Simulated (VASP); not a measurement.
# MgO (Periclase) (Fm-3m) in VASP: notebook, part 2 of 2

VASP 6.6.1. The steps go on from the part before.

**3. Single point, revPBE+D3(BJ)**

This run uses another cell than the first one, of 9.24 Å³/atom, 0.980 times its volume.

INCAR reads:

```
ALGO = Normal ; EDIFF = 1E-6
ENCUT = 520 ; GGA = RE
ISIF = 2 ; ISMEAR = 1
IVDW = 12 ; LASPH = True
LCHARG = True ; LELF = True
LREAL = False ; LVHAR = True
LWAVE = False ; NBANDS = 11
NELM = 100 ; PREC = Accurate
SIGMA = 0.05
```

KPOINTS reads:

```
k-points
0
Gamma
  8 8 8
```

POSCAR reads:

```
MgO
1.0
    2.9676513617      0.0000000000      0.0000000000
    1.4838256809      2.5700614688      0.0000000000
    1.4838256809      0.8566871563      2.4230771902
Mg O
1 1
Direct
    0.0000000000      0.0000000000      0.0000000000
    0.5000000000      0.5000000000      0.5000000000
```

Potentials or basis: VASP PAW PBE potentials, release 64 (Mg, O).

The run is started by

```
> cat potpaw_PBE.64/Mg/POTCAR potpaw_PBE.64/O/POTCAR > POTCAR
> mpirun -np 1 vasp_std > vasp.out
```

OUTCAR:

```text
EDIFF = 1E-6
   ENCUT = 520
   GGA = RE
   ISIF = 2
   ISMEAR = 1
   IVDW = 12
   LASPH = True
   LREAL = False
   NELM = 100
   PREC = Accurate
 IVDW          = 12

 ion  position               nearest neighbor table
   1  0.000  0.000  0.000-   2 2.10   2 2.10   2 2.10   2 2.10   2 2.10   2 2.10
   2  0.500  0.500  0.500-   1 2.10   1 2.10   1 2.10   1 2.10   1 2.10   1 2.10

  LATTYP: Found a face centered cubic cell.
 ALAT       =     4.1968928041

  Lattice vectors:

 A1 = (   2.9676513617,   0.0000000000,   0.0000000000)
 A2 = (   1.4838256809,   2.5700614688,   0.0000000000)
 A3 = (   1.4838256809,   0.8566871563,   2.4230771902)

Analysis of symmetry for initial positions (statically):
=====================================================================
 Subroutine PRICEL returns:
 Original cell was already a primitive cell.

 Routine SETGRP: Setting up the symmetry group for a
 face centered cubic supercell.

 Subroutine GETGRP returns: Found 48 space group operations
 (whereof 48 operations were pure point group operations)
 out of a pool of 48 trial point group operations.

The static configuration has the point symmetry O_h .

Analysis of symmetry for dynamics (positions and initial velocities):
=====================================================================
 Subroutine PRICEL returns:
 Original cell was already a primitive cell.

 Routine SETGRP: Setting up the symmetry group for a
 face centered cubic supercell.

 Subroutine GETGRP returns: Found 48 space group operations
 (whereof 48 operations were pure point group operations)
 out of a pool of 48 trial point group operations.

The dynamic configuration has the point symmetry O_h .

 Subroutine INISYM returns: Found 48 space group operations
 (whereof 48 operations are pure point group operations),
 and found     1 'primitive' translations

----------------------------------------------------------------------------------------

[... 120 lines left out ...]
   IVDW    =    12    specifies the selected vdW correction
   LEPSILON=     F    determine dielectric tensor
   LRPA    =     F    only Hartree local field effects (RPA)
 non-spin polarized calculation
 Methfessel and Paxton  Order N= 1 SIGMA  =   0.05
  energy-cutoff  :      520.00
  volume of cell :       18.48
 maximum number of plane-waves:       531
 NGX is ok and might be reduce to    24
   NGX = 11   NGY = 11   NGZ = 11

 number of electron       8.0000004 magnetization

 Free energy of the ion-electron system (eV)
  ---------------------------------------------------
  ext. energy  EPLUGINS =         0.00000000
  ---------------------------------------------------
  free energy    TOTEN  =       -11.29332863 eV

  energy without entropy =      -11.29334660  energy(sigma->0) =      -11.29333462

 E-fermi :   3.4320     XC(G=0): -10.9566

 val. band max:        3.3900466480   @ k =   0.0000   0.0000   0.0000
 cond. band min:       8.3037499938   @ k =   0.0000   0.0000   0.0000
 fundamental gap:      4.9137033458
 Fermi energy:         3.4319728227

 k-point     1 :       0.0000    0.0000    0.0000
  band No.  band energies     occupation
      1     -13.9847      2.00000
      2       3.3900      1.99853
      3       3.3900      1.99851
      4       3.3900      1.99851
      5       8.3037      0.00000
      6      19.3521      0.00000
      7      19.3521      0.00000
      8      19.3521      0.00000
      9      23.2530      0.00000
     10      25.0867      0.00000
     11      25.0867      0.00000
[... 309 lines left out ...]
 k-point    24 :      -0.3750    0.2500    0.1250
  band No.  band energies     occupation
      1     -12.5396      2.00000
      2      -0.6238      2.00000
      3       1.4437      2.00000
      4       2.3952      2.00000
      5      13.2166      0.00000
      6      15.7887      0.00000
      7      17.1392      0.00000
      8      20.5509      0.00000
      9      24.1589      0.00000
     10      25.7590      0.00000
     11      29.8959      0.00000

 [... further k-points ...]

------------------------ aborting loop because EDIFF is reached ----------------------------------------

 Edisp (eV)   -1.15773

 E8    (eV) :    -0.7682

  FORCE on cell =-STRESS in cart. coord.  units (eV):
  Direction    XX          YY          ZZ          XY          YZ          ZX
  --------------------------------------------------------------------------------------
  -------------------------------------------------------------------------------------
  Total      -0.10462    -0.10462    -0.10462    -0.00000    -0.00000    -0.00000
  in kB      -9.07022    -9.07022    -9.07022    -0.00000    -0.00000    -0.00000
  external pressure =       -9.07 kB  Pullay stress =        0.00 kB

 VOLUME and BASIS-vectors are now :
 -----------------------------------------------------------------------------
  energy-cutoff  :      520.00
  volume of cell :       18.48
      direct lattice vectors                 reciprocal lattice vectors
     2.967651362  0.000000000  0.000000000     0.336966806 -0.194547876 -0.137566122
     1.483825681  2.570061469  0.000000000     0.000000000  0.389095752 -0.137566122
     1.483825681  0.856687156  2.423077190     0.000000000  0.000000000  0.412698367

 POSITION                                       TOTAL-FORCE (eV/Angst)
 -----------------------------------------------------------------------------------
      0.00000      0.00000      0.00000         0.000000     -0.000000      0.000000
      2.96765      1.71337      1.21154        -0.000000      0.000000      0.000000
 -----------------------------------------------------------------------------------
    total drift:                               -0.000000      0.000000     -0.000000

  FREE ENERGIE OF THE ION-ELECTRON SYSTEM (eV)
  ---------------------------------------------------
  free  energy   TOTEN  =       -12.4510614763 eV

  energy  without entropy=      -12.4510794435  energy(sigma->0) =      -12.45106747
```

It took 3.7 s on 1 thread of Intel Xeon 6975P-C (Granite Rapids), shared host; peak memory 0.15 GiB.

Results:

```yaml
Free_energy: -12.4511 eV
Pressure: -0.9 GPa
Band_gap_on_the_k_mesh: 4.91 eV, direct
Dispersion_energy_per_atom: -0.579 eV
```

Caveat: the PAW data sets were made with another functional, which shifts forces and pressure a little.

**4. Single point, PBEsol**

This run uses another cell than the first one, of 9.36 Å³/atom, 0.992 times its volume.

INCAR reads:

```
SYSTEM = MgO
  PREC = Accurate
  ENCUT = 520
  EDIFF = 1E-6
  ISMEAR = 1
  SIGMA = 0.05
  LREAL = .False.
  LASPH = .True.
  NELM = 60
  ALGO = Normal
  ISIF = 2
  LWAVE = .False.
  LCHARG = .False.
  GGA = PS
  NBANDS = 11
```

KPOINTS reads:

```
regular mesh
0
Gamma
  8 8 8
  0 0 0
```

POSCAR reads:

```
MgO
1.0
    2.9798680700      0.0000000000      0.0000000000
    1.4899340350      2.5806414486      0.0000000000
    1.4899340350      0.8602138162      2.4330520908
Mg O
1 1
Direct
    0.0000000000      0.0000000000      0.0000000000
    0.5000000000      0.5000000000      0.5000000000
```

The run is started by

```
> cat potpaw_PBE.64/Mg/POTCAR potpaw_PBE.64/O/POTCAR > POTCAR
> mpirun -np 1 vasp_std > vasp.out
```

It took 3.1 s on 1 thread of Intel Xeon 6975P-C (Granite Rapids), shared host; peak memory 0.13 GiB.

Results (log left out):

```
Free energy            : -12.5124 eV
Pressure               : -0.5 GPa
Band gap on the k mesh : 4.62 eV, direct
```

Levels at points of the mesh, in eV from the valence-band top:
| k point | band 1 | band 2 | band 3 | band 4 | band 5 | band 6 | band 7 | band 8 |
| --- | --- | --- | --- | --- | --- | --- | --- | --- |
| (0.00, 0.00, 0.00) | -17.20 | 0.00 | 0.00 | 0.00 | 4.62 | 15.62 | 15.62 | 15.62 |
| (0.50, 0.00, 0.00) | -15.89 | -4.67 | -0.66 | -0.66 | 7.74 | 12.49 | 16.16 | 16.16 |
| (0.50, 0.50, 0.00) | -15.62 | -4.14 | -1.36 | -1.36 | 8.92 | 9.86 | 12.96 | 18.82 |

Caveat: the PAW data sets were made with another functional, which shifts forces and pressure a little.

**5. The runs side by side**

| level | cell | gap on the mesh (eV) | pressure (GPa) |
| --- | --- | --- | --- |
| PBE+D4 | a = 2.988 Å, angles 60.0°, 2 atoms | 4.64 | -0.7 |
| revPBE+D3(BJ) | a = 2.968 Å, angles 60.0°, 2 atoms | 4.91 | -0.9 |
| PBEsol | a = 2.980 Å, angles 60.0°, 2 atoms | 4.62 | -0.5 |

Alike in all rows: task single point; potentials or basis VASP PAW PBE potentials, release 64 (Mg, O); no spin polarisation; k mesh 8 × 8 × 8; cutoff (eV) 520; smearing methfessel-paxton 0.05 eV.

Caveats: the PAW data sets were made with another functional, which shifts forces and pressure a little (some runs).

Total energies depend on the potentials used, so only differences within one code and one set of settings carry meaning.

**6. Against experiment**

Step 2. Measured gap of MgO: 7.83 eV (quoted in “Electronic structure of alkaline earth and post-transition metal oxides”, 2009, arxiv:0908.1581). This calculation gives 4.64 eV (-3.19 eV). The value is that of PBE+D4, without temperature or zero-point motion. Semilocal functionals fall short of measured gaps as a rule.

Step 3. Against the measured gap of MgO, 7.83 eV (quoted in “Electronic structure of alkaline earth and post-transition metal oxides”, 2009, arxiv:0908.1581), the calculated 4.91 eV is off by -2.92 eV. The value is that of revPBE+D3(BJ), without temperature or zero-point motion. Semilocal functionals fall short of measured gaps as a rule.

Step 4. A measured gap of MgO is 7.83 eV (quoted in “Electronic structure of alkaline earth and post-transition metal oxides”, 2009, arxiv:0908.1581); the calculated 4.62 eV misses it by -3.21 eV. The value is that of PBEsol, without temperature or zero-point motion. Semilocal functionals fall short of measured gaps as a rule.
